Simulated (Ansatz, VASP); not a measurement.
Al: VASP beside Ansatz

Contents of INCAR:

```
SYSTEM = Al
PREC = Accurate
ENCUT = 520
EDIFF = 1E-6
ISMEAR = 0
SIGMA = 0.15
LREAL = .FALSE.
LASPH = .TRUE.
NELM = 60
ALGO = Normal
ISIF = 2
LWAVE = .FALSE.
LCHARG = .FALSE.
GGA = PS
NBANDS = 10
```

Contents of KPOINTS:

```
Automatic mesh
0
G
  18 18 10
  0 0 0
```

POSCAR

```
Al
1.0
    2.8496988417      0.0000000000      0.0000000000
   -1.4248494208      2.4679115900      0.0000000000
    0.0000000000      0.0000000000      4.5641000000
Al
2
Direct
    0.6666666667      0.3333333333      0.7500000000
    0.3333333333      0.6666666667      0.2500000000
```

Input for Ansatz:

```yaml
crystal:
  lattice:
    - [2.8496988417, 0.0, 0.0]
    - [-1.4248494208, 2.46791159, 0.0]
    - [0.0, 0.0, 4.5641]
  atoms:
    - { symbol: Al, position: [0.6666666667, 0.3333333333, 0.75] }
    - { symbol: Al, position: [0.3333333333, 0.6666666667, 0.25] }
basis:
  ecutwfc: 420
kpoints:
  mp_grid: { grid: [18, 18, 10] }
hamiltonian:
  xc: pbesol
  pseudopotentials: { kind: paw, azcp: { folder: soft_1 } }
scf:
  occupations: { method: gaussian, width: 0.15 }
output:
  forces: true
  stress: true
  eigenvalues: true
```

Alike in both runs: task single point; functional PBEsol; k mesh 18 × 18 × 10; occupations gaussian, width 0.15 eV; no spin polarisation.

|  | VASP | Ansatz |
| --- | --- | --- |
| version | VASP 6.6.1 | Ansatz 0.2.0 |
| potentials or method | VASP PAW PBE potentials, release 64 (Al), cutoff 520 eV | scalar-relativistic, plane waves, PAW |
| valence electrons in the cell | 6 | 6 |

|  | VASP | Ansatz | Ansatz less VASP |
| --- | --- | --- | --- |
| gap on the k mesh at the Fermi level (eV) | none | none | - |
| pressure (GPa) | 1.4 | 1.3 | -0.09 |
| traceless stress, the component that is largest in VASP (GPa) | 1.19 | 1.18 | -0.010 |

VASP's potentials were made for PBE, not for PBEsol, and Ansatz warns of the same on its side. A gap of «none» marks a metal or a gap that the smearing closes.
